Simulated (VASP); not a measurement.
# SnO2 (I4_1/amd) in VASP: a series of runs

SnO2 is run at these levels: PBEsol; tasks: single point.

Program: VASP 6.6.1. These are calculated values, not measurements. Logs are shortened: lines on timing, memory, paths and dates and some standing lists are left out, and cuts for length are marked.

## (1) The cell of the first run

Symmetry: I4_1/amd, No. 141, tetragonal system. Conventional cell: a = 4.053 Å, b = 4.053 Å, c = 10.382 Å, α = 90.00°, β = 90.00°, γ = 90.00°. Within 2.8 Å of Sn (site symmetry -4m2) lie 6 O at 2.08 to 2.11 Å. Within 2.8 Å of O (site symmetry 2mm) lie 3 Sn at 2.08 to 2.11 Å and 2 O at 2.60 Å.

## (2) Single point, PBEsol

File INCAR:

```
PREC     = Accurate       # precision mode
ENCUT    = 520            # plane-wave cutoff, eV
EDIFF    = 1E-6           # SCF threshold, eV
ISMEAR   = 0              # smearing method
SIGMA    = 0.01           # smearing width, eV
LREAL    = False          # projectors in reciprocal space
LASPH    = True           # aspherical terms in the spheres
NELM     = 100            # most SCF steps
ALGO     = Normal         # electronic algorithm
ISIF     = 2              # what is computed and relaxed
LWAVE    = False          # write WAVECAR
LCHARG   = False          # write CHGCAR
GGA      = PS             # functional
NBANDS   = 35             # bands
```

File KPOINTS:

```
Automatic mesh
0
Gamma
  8 8 8
```

File POSCAR:

```
SnO2
1.0
   -2.0263883205      2.0263883205      5.1911034192
    2.0263883205     -2.0263883205      5.1911034192
    2.0263883205      2.0263883205     -5.1911034192
Sn O
2 4
Direct
    0.7500000000      0.2500000000      0.5000000000
    0.0000000000      0.0000000000      0.0000000000
    0.7965225900      0.7965225900      0.0000000000
    0.9534774100      0.4534774100      0.5000000000
    0.2034774100      0.2034774100      0.0000000000
    0.5465225900      0.0465225900      0.5000000000
```

Potentials or basis: VASP PAW PBE potentials, release 64 (Sn_d, O).

Command:

```
cat potpaw_PBE.64/Sn_d/POTCAR potpaw_PBE.64/O/POTCAR > POTCAR
mpirun -np 1 vasp_std > vasp.out
```

OUTCAR:

```text
PREC = Accurate
   ENCUT = 520
   EDIFF = 1E-6
   ISMEAR = 0
   LREAL = False
   LASPH = True
   NELM = 100
   ISIF = 2
   GGA = PS

 ion  position               nearest neighbor table
   1  0.750  0.250  0.500-   3 2.08   5 2.08   3 2.08   5 2.08   4 2.11   6 2.11   2 3.29   2 3.29
                             2 3.29   2 3.29
   2  0.000  0.000  0.000-   6 2.08   4 2.08   6 2.08   4 2.08   3 2.11   5 2.11   1 3.29   1 3.29
                             1 3.29   1 3.29
   3  0.797  0.797  0.000-   1 2.08   1 2.08   2 2.11
   4  0.953  0.453  0.500-   2 2.08   2 2.08   1 2.11
   5  0.203  0.203  0.000-   1 2.08   1 2.08   2 2.11
   6  0.547  0.047  0.500-   2 2.08   2 2.08   1 2.11

  LATTYP: Found a body centered tetragonal cell.
 ALAT       =     4.0527766410
 C/A-ratio  =     2.5617515491

  Lattice vectors:

 A1 = (  -2.0263883205,   2.0263883205,   5.1911034192)
 A2 = (   2.0263883205,  -2.0263883205,   5.1911034192)
 A3 = (   2.0263883205,   2.0263883205,  -5.1911034192)

Analysis of symmetry for initial positions (statically):
=====================================================================
 Subroutine PRICEL returns:
 Original cell was already a primitive cell.

 Routine SETGRP: Setting up the symmetry group for a
 body centered tetragonal supercell.

 Subroutine GETGRP returns: Found 16 space group operations
 (whereof  8 operations were pure point group operations)
 out of a pool of 16 trial point group operations.

The static configuration has the point symmetry D_2d.
 The point group associated with its full space group is D_4h.

Analysis of symmetry for dynamics (positions and initial velocities):
=====================================================================
 Subroutine PRICEL returns:
 Original cell was already a primitive cell.

 Routine SETGRP: Setting up the symmetry group for a
 body centered tetragonal supercell.

 Subroutine GETGRP returns: Found 16 space group operations
 (whereof  8 operations were pure point group operations)
 out of a pool of 16 trial point group operations.

The dynamic configuration has the point symmetry D_2d.
 The point group associated with its full space group is D_4h.

 Subroutine INISYM returns: Found 16 space group operations
 (whereof  8 operations are pure point group operations),
 and found     1 'primitive' translations

----------------------------------------------------------------------------------------

[... 103 lines left out ...]
   NSW    =      0    number of steps for IOM
   IBRION =     -1    ionic relax: 0-MD 1-quasi-New 2-CG
   NFREE  =      0    steps in history (QN), initial steepest desc. (CG)
   ISIF   =      2    stress and relaxation
   ISYM   =      2    0-nonsym 1-usesym 2-fastsym
   POTIM  = 0.5000    time-step for ionic-motion
   TEBEG  =    0.0;   TEEND  =   0.0 temperature during run
   PSTRESS=    0.0 pullay stress
   NELECT =      52.0000    total number of electrons
   NUPDOWN=      -1.0000    fix difference up-down
   EMIN   =  10.00;   EMAX   =-10.00  energy-range for DOS
   EFERMI =   0.00;   METHOD = LEGACY
   ISMEAR =     0;   SIGMA  =   0.01  broadening in eV -4-tet -1-fermi 0-gaus
   EFERMI_NEDOS =   21; number of points for ismear=-14 and -15
   IALGO  =     38    algorithm
   IMIX   =      4    mixing-type and parameters
     AMIX     =   0.40;   BMIX     =  1.00
     AMIX_MAG =   1.60;   BMIX_MAG =  1.00
  volume/ion in A,a.u.               =      14.21        95.90
  Fermi-wavevector in a.u.,A,eV,Ry     =   1.388314  2.623532 26.224072  1.927415
  Thomas-Fermi vector in A             =   2.512452
   LORBIT       =      0    0 simple, 1 ext, 2 COOP (PROOUT), +10 PAW based schemes
   GGA     = PS    functional components
   LHFCALC =     F    Hartree Fock is set to
   AEXX    =    0.0000 exact exchange contribution
   IVDW    =     0    specifies the selected vdW correction
   LEPSILON=     F    determine dielectric tensor
   LRPA    =     F    only Hartree local field effects (RPA)
 non-spin polarized calculation
 Gauss-broadening in eV      SIGMA  =   0.01
  energy-cutoff  :      520.00
  volume of cell :       85.26
 maximum number of plane-waves:      2316
 NGX is ok and might be reduce to    48
   NGX = 21   NGY = 21   NGZ = 21

 number of electron      52.0000000 magnetization

 Free energy of the ion-electron system (eV)
  ---------------------------------------------------
  ext. energy  EPLUGINS =         0.00000000
  ---------------------------------------------------
  free energy    TOTEN  =       -39.18066661 eV

  energy without entropy =      -39.18066661  energy(sigma->0) =      -39.18066661

 E-fermi :   3.6155     XC(G=0): -10.3544

 val. band max:        3.5424779828   @ k =  -0.3750   0.3750   0.0000
 cond. band min:       4.7007551592   @ k =   0.0000   0.0000   0.0000
 fundamental gap:      1.1582771765
 Fermi energy:         3.6155046385

 k-point     1 :       0.0000    0.0000    0.0000
  band No.  band energies     occupation
      1     -16.7634      2.00000
      2     -16.7553      2.00000
      3     -16.6423      2.00000
      4     -16.1332      2.00000
      5     -16.0640      2.00000
      6     -16.0640      2.00000
[... 901 lines left out ...]
     34      14.5156      0.00000
     35      15.9344      0.00000

 [... further k-points ...]

------------------------ aborting loop because EDIFF is reached ----------------------------------------

  FORCE on cell =-STRESS in cart. coord.  units (eV):
  Direction    XX          YY          ZZ          XY          YZ          ZX
  --------------------------------------------------------------------------------------
  -------------------------------------------------------------------------------------
  Total       -2.3765224     -2.3765224     -3.4787210      0.0000000     -0.0000000      0.0000000
  in kB      -44.6567877    -44.6567877    -65.3679944      0.0000000     -0.0000000      0.0000000
  external PRESSURE =     -51.5605233 kB  Pullay stress =       0.0000000 kB

 VOLUME and BASIS-vectors are now :
 -----------------------------------------------------------------------------
  energy-cutoff  :      520.00
  volume of cell :       85.26
      direct lattice vectors                 reciprocal lattice vectors
    -2.026388321  2.026388321  5.191103419     0.000000000  0.246744415  0.096318636
     2.026388321 -2.026388321  5.191103419     0.246744415  0.000000000  0.096318636
     2.026388321  2.026388321 -5.191103419     0.246744415  0.246744415  0.000000000

 POSITION                                       TOTAL-FORCE (eV/Angst)
 -----------------------------------------------------------------------------------
      0.00000      2.02639      2.59555         0.000000      0.000000      0.000000
      0.00000      0.00000      0.00000         0.000000      0.000000      0.000000
      0.00000      0.00000      8.26966        -0.000000     -0.000000      0.277519
     -0.00000      2.02639      4.70810        -0.000000     -0.000000     -0.277519
      0.00000      0.00000      2.11254         0.000000      0.000000     -0.277519
      0.00000      2.02639      0.48301        -0.000000     -0.000000      0.277519
 -----------------------------------------------------------------------------------
    total drift:                                0.000000      0.000000     -0.000000

  FREE ENERGIE OF THE ION-ELECTRON SYSTEM (eV)
  ---------------------------------------------------
  free  energy   TOTEN  =       -39.1806666118 eV

  energy  without entropy=      -39.1806666118  energy(sigma->0) =      -39.18066661
```

OSZICAR:

```text
N       E                     dE             d eps       ncg     rms          rms(c)
DAV:   1     0.648178724505E+03    0.64818E+03   -0.25393E+04  4469   0.220E+03
DAV:   2     0.604276883372E+02   -0.58775E+03   -0.55483E+03  4538   0.601E+02
DAV:   3    -0.391546396157E+02   -0.99582E+02   -0.97578E+02  4520   0.209E+02
DAV:   4    -0.446072893379E+02   -0.54526E+01   -0.54117E+01  5122   0.537E+01
DAV:   5    -0.447563937726E+02   -0.14910E+00   -0.14884E+00  5033   0.932E+00    0.147E+01
DAV:   6    -0.391625971253E+02    0.55938E+01   -0.16184E+01  6599   0.648E+01    0.590E+00
DAV:   7    -0.392317583096E+02   -0.69161E-01   -0.19723E+00  4513   0.762E+00    0.316E+00
DAV:   8    -0.391919678014E+02    0.39791E-01   -0.23792E-01  6101   0.404E+00    0.756E-01
DAV:   9    -0.391795160390E+02    0.12452E-01   -0.47248E-02  6628   0.321E+00    0.136E-01
DAV:  10    -0.391806596131E+02   -0.11436E-02   -0.52459E-03  5949   0.815E-01    0.659E-02
DAV:  11    -0.391806549144E+02    0.46986E-05   -0.52725E-04  6603   0.269E-01    0.228E-02
DAV:  12    -0.391806689715E+02   -0.14057E-04   -0.66286E-05  5120   0.508E-02    0.183E-02
DAV:  13    -0.391806662799E+02    0.26916E-05   -0.18807E-05  5588   0.449E-02    0.311E-03
DAV:  14    -0.391806666118E+02   -0.33187E-06   -0.14903E-06  3128   0.872E-03
   1 F= -.39180667E+02 E0= -.39180667E+02  d E =-.328332E-27
```

Wall time 2.5 min (1 thread of Intel Xeon 6975P-C (Granite Rapids), shared host); peak memory 0.39 GiB.

What came out:

- Free energy: -39.1807 eV
- Pressure: -5.2 GPa
- Largest force: 0.278 eV/Å
- Band gap on the k mesh: 1.16 eV (least direct gap 1.51 eV)

Forces on the atoms (eV/Å):
```
Sn   0.000  0.000  0.000
Sn   0.000  0.000  0.000
O    0.000  0.000  0.278
O    0.000  0.000 -0.278
O    0.000  0.000 -0.278
O    0.000  0.000  0.278
```

Levels at points of the mesh, in eV from the valence-band top:
| k point | band 23 | band 24 | band 25 | band 26 | band 27 | band 28 | band 29 | band 30 |
| --- | --- | --- | --- | --- | --- | --- | --- | --- |
| (0.00, 0.00, 0.00) | -0.65 | -0.65 | -0.35 | -0.35 | 1.16 | 5.06 | 9.07 | 9.33 |
| (0.50, 0.00, 0.00) | -0.74 | -0.72 | -0.55 | -0.43 | 4.48 | 5.73 | 7.57 | 8.23 |
| (0.50, 0.50, 0.00) | -0.84 | -0.84 | -0.05 | -0.05 | 6.81 | 6.81 | 7.29 | 7.29 |
| (0.50, 0.50, 0.50) | -0.98 | -0.98 | -0.26 | -0.26 | 3.77 | 3.77 | 7.44 | 7.44 |

Caveat: the cell stands under tension; the PAW data sets were made with another functional, which shifts forces and pressure a little; spin-orbit coupling is left out, which moves the levels of the heavy elements.

## (3) Single point, PBEsol

This run uses another cell than the first one, of 14.62 Å³/atom.

File INCAR:

```
SYSTEM = SnO2
PREC     = Accurate       ! precision mode
ENCUT    = 520            ! plane-wave cutoff, eV
EDIFF    = 1E-6           ! SCF threshold, eV
ISMEAR   = 0              ! smearing method
SIGMA    = 0.01           ! smearing width, eV
LREAL    = .False.        ! projectors in reciprocal space
LASPH    = .True.         ! aspherical terms in the spheres
NELM     = 80             ! most SCF steps
ALGO     = Normal         ! electronic algorithm
ISIF     = 2              ! what is computed and relaxed
LWAVE    = .False.        ! write WAVECAR
LCHARG   = .False.        ! write CHGCAR
GGA      = PS             ! functional
NBANDS   = 35             ! bands
```

File KPOINTS:

```
Automatic mesh
0
Gamma
  8 8 8
  0 0 0
```

POSCAR: that of step 2 with these lines changed.

```diff
@@ -2,5 +2,5 @@
 1.0
-   -2.0263883205      2.0263883205      5.1911034192
-    2.0263883205     -2.0263883205      5.1911034192
-    2.0263883205      2.0263883205     -5.1911034192
+   -2.0456884185      2.0456884185      5.2405454750
+    2.0456884185     -2.0456884185      5.2405454750
+    2.0456884185      2.0456884185     -5.2405454750
 Sn O
```

Potentials or basis: VASP PAW PBE potentials, release 64 (Sn_d, O).

Command:

```
cat potpaw_PBE.64/Sn_d/POTCAR potpaw_PBE.64/O/POTCAR > POTCAR
mpirun -np 1 vasp_std > vasp.out
```

Run time: 2.5 min. Hardware: 1 thread of Intel Xeon 6975P-C (Granite Rapids), shared host; peak memory 0.39 GiB.

The run converged. Its results:

```
Free energy            : -39.0738 eV
Pressure               : -9.1 GPa
Largest force          : 0.420 eV/Å
Band gap on the k mesh : 0.88 eV (least direct gap 1.22 eV)
```

Forces on the atoms (eV/Å):
```
Sn   0.000  0.000  0.000
Sn   0.000  0.000  0.000
O    0.000  0.000  0.420
O    0.000  0.000 -0.420
O    0.000  0.000 -0.420
O    0.000  0.000  0.420
```

Stress tensor (GPa, compression positive):
```
 -8.13   0.00   0.00
  0.00  -8.13   0.00
  0.00   0.00 -10.95
```

Levels at points of the mesh, in eV from the valence-band top:
```tsv
k point	band 22	band 23	band 24	band 25	band 26	band 27	band 28	band 29	band 30	band 31
(0.00, 0.00, 0.00)	-1.05	-0.64	-0.64	-0.34	-0.34	0.88	4.75	8.96	9.08	9.42
(0.50, 0.00, 0.00)	-1.12	-0.72	-0.70	-0.54	-0.45	4.18	5.42	7.37	8.00	9.52
(0.50, 0.50, 0.00)	-0.95	-0.86	-0.86	-0.05	-0.05	6.47	6.47	7.09	7.09	8.00
(0.50, 0.50, 0.50)	-2.69	-0.95	-0.95	-0.25	-0.25	3.48	3.48	7.34	7.34	11.23
```

Caveat: the cell stands under tension; the PAW data sets were made with another functional, which shifts forces and pressure a little; spin-orbit coupling is left out, which moves the levels of the heavy elements.
